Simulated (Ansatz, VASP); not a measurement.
# One calculation of HfO2, two programs

```
CELL_PARAMETERS angstrom
0.00000 2.52918 2.52918
2.46393 0.00000 2.52918
2.46393 2.52918 0.00000
ATOMIC_POSITIONS crystal
Hf 0.00000 0.00000 0.00000
O 0.25000 0.25000 0.25000
O 0.75000 0.75000 0.75000
```

Change from the starting cell: uniaxial_x strain -2.6%.

Alike in both runs: task single point; functional HSE06; k mesh 6 × 6 × 6; no spin polarisation.

```csv
,VASP,Ansatz
version,VASP 6.6.1,Ansatz 0.2.0
potentials or method,"VASP PAW PBE potentials, release 64 (Hf_pv, O)","plane waves, PAW"
plane-wave cutoff (eV),520,420
occupations,"gaussian, width 0.01 eV",fixed
valence electrons in the cell,22,38
```

|  | VASP | Ansatz | Ansatz less VASP |
| --- | --- | --- | --- |
| gap on the k mesh at the Fermi level (eV) | 5.20 | 5.26 | +0.060 |
| pressure (GPa) | 1.9 | 7.1 | +5.24 |
| traceless stress, the component that is largest in VASP (GPa) | 9.01 | 8.84 | -0.173 |

One of these differences is far larger than is usual between the two programs; its cause wasn't traced. VASP's potentials hold 22 valence electrons a cell and Ansatz's 38, so a difference there can come from the potentials and not from the codes. Ansatz's warnings: stress exchange threshold loose, stress scf threshold loose.

Neither program's run includes spin-orbit coupling.
